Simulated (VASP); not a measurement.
## Ni2H: single point with LDA

Ni2H:

```
Ni H
1.0
     2.50768    0.00000    0.00000
    -1.25384    2.17172    0.00000
     0.00000    0.00000    4.14401
Ni H
2 1
Direct
  0.33333 0.66667 0.25936
  0.66667 0.33333 0.74064
  0.00000 0.00000 0.00000
```

* Program: VASP 6.6.1
* Task: single point
* Functional: LDA
* Potentials or basis: VASP PAW LDA potentials, release 64 (Ni, H)
* Cutoff: 520 eV
* k mesh: 18 × 18 × 10
* Occupations: fermi-dirac, width 0.15 eV
* Spin: no spin polarisation
* Dipole correction: no
* Further INCAR settings: ALGO = Normal; EDIFF = 1e-06; NBANDS = 18

```json
{"Pressure": "-4.5 GPa", "Largest force": "0.011 eV/Å", "Band gap on the k mesh": "zero (an odd number of electrons rules out a gap without spin polarisation)"}
```

Forces on the atoms (eV/Å):
```
Ni   0.000  0.000  0.011
Ni   0.000  0.000 -0.011
H    0.000  0.000  0.000
```

Stress tensor (GPa, compression positive):
```
-4.43  0.00  0.00
 0.00 -4.43  0.00
 0.00  0.00 -4.59
```

Levels at points of the mesh, in eV from the Fermi level:
```tsv
k point	band 8	band 9	band 10	band 11	band 12	band 13	band 14	band 15
(0.00, 0.00, 0.00)	-1.79	-1.33	-1.33	-0.45	-0.45	4.76	15.40	23.13
(0.50, 0.00, 0.00)	-0.26	-0.25	-0.13	0.59	2.61	7.59	7.89	9.10
(0.00, 0.00, 0.50)	-2.06	-0.72	-0.72	-0.68	-0.68	11.02	11.88	17.36
(0.50, 0.00, 0.50)	-0.87	-0.19	-0.19	0.30	0.59	5.62	5.64	13.73
```

It took 2.6 min on 1 thread of Oxide Virtual Turin-like Processor (shared host), peak memory 0.19 GiB.

Caveat: the cell stands under tension. Spin polarisation is off, so any magnetic state and its effect on volume and gap are missing.
